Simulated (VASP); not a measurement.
Here is a VASP 6.6.1 calculation.

Contents of INCAR:

```
SYSTEM = TlNiF4
PREC     = Accurate       ! precision mode
ENCUT    = 520            ! plane-wave cutoff, eV
EDIFF    = 1E-7           ! SCF threshold, eV
ISMEAR   = -1             ! smearing method
SIGMA    = 0.1            ! smearing width, eV
LREAL    = .False.        ! projectors in reciprocal space
LASPH    = .True.         ! aspherical terms in the spheres
NELM     = 60             ! most SCF steps
ALGO     = Normal         ! electronic algorithm
ISIF     = 2              ! what is computed and relaxed
LWAVE    = .False.        ! write WAVECAR
LCHARG   = .True.         ! write CHGCAR
GGA      = PE             ! functional
LELF     = .True.         ! ELF
LVHAR    = .True.       
NBANDS   = 34             ! bands
```

Contents of KPOINTS:

```
regular mesh
0
Gamma
  5 5 3
  0 0 0
```

POSCAR

```
TlNiF4
1.0
    3.5903086600      0.0000000000      0.0000000000
    0.0000000000      3.5903086600      0.0000000000
    0.0000000000      0.0000000000      6.3101947800
Tl Ni F
1 1 4
Direct
    0.5000000000      0.5000000000      0.5000000000
    0.0000000000      0.0000000000      0.0000000000
    0.5000000000      0.0000000000      0.0000000000
    0.0000000000      0.5000000000      0.0000000000
    0.0000000000      0.0000000000      0.2737000000
    0.0000000000      0.0000000000      0.7263000000
```

Potentials or basis: VASP PAW PBE potentials, release 64 (Tl_d, Ni, F).

Command:

```bash
$ cat potpaw_PBE.64/Tl_d/POTCAR potpaw_PBE.64/Ni/POTCAR potpaw_PBE.64/F/POTCAR > POTCAR
$ mpirun -np 1 vasp_std > vasp.out
```

(1) Predict the largest force.

(2) Estimate the pressure.

## Answers

(1) 2.512 eV/Å.

(2) 16.7 GPa.

Caveat: an odd number of electrons without spin polarisation forces a metal; a magnetic or distorted state may lie lower; the run has no spin polarisation, though such a crystal can be magnetic.
